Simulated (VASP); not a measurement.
A run of VASP 6.6.1:

File POSCAR:

```
InP
1.0
    0.0000000000      2.9685565774      2.9685565774
    2.9685565774      0.0000000000      2.9685565774
    2.9685565774      2.9685565774      0.0000000000
In P
1 1
Direct
    0.0000000000      0.0000000000      0.0000000000
    0.2500000000      0.2500000000      0.2500000000
```

File INCAR.step1:

```
PREC = Accurate ; ENCUT = 520
ISMEAR = 0 ; SIGMA = 0.01
LREAL = F ; LASPH = T
NELM = 100 ; NBANDS = 16
GGA = PE ; ALGO = Normal
EDIFF = 1E-4 ; LWAVE = T
LCHARG = F
```

Contents of INCAR.step2:

```
PREC = Accurate ; ENCUT = 520
EDIFF = 1E-7 ; ISMEAR = 0
SIGMA = 0.01 ; LREAL = F
LASPH = T ; NELM = 100
ALGO = Normal ; ISIF = 2
LWAVE = F ; LCHARG = T
METAGGA = R2SCAN ; LMIXTAU = T
LELF = T ; LVHAR = T
NBANDS = 16 ; ISTART = 1
```

Contents of KPOINTS:

```
regular mesh
0
Gamma
  8 8 8
```

Potentials or basis: VASP PAW PBE potentials, release 64 (In_d, P).

Launch:

```console
$ cat potpaw_PBE.64/In_d/POTCAR potpaw_PBE.64/P/POTCAR > POTCAR
$ cp INCAR.step1 INCAR
$ mpirun -np 1 vasp_std > vasp.out
$ cp INCAR.step2 INCAR
$ mpirun -np 1 vasp_std > vasp.out
```

Hardware: 1 thread of AMD EPYC 9R45 (Zen 5), with other jobs on the host.

Q: Estimate the wall time of this run.

A: It took 68 s on 1 thread of AMD EPYC 9R45 (Zen 5), on a shared host, peak memory 0.16 GiB. Counts: k points 29.
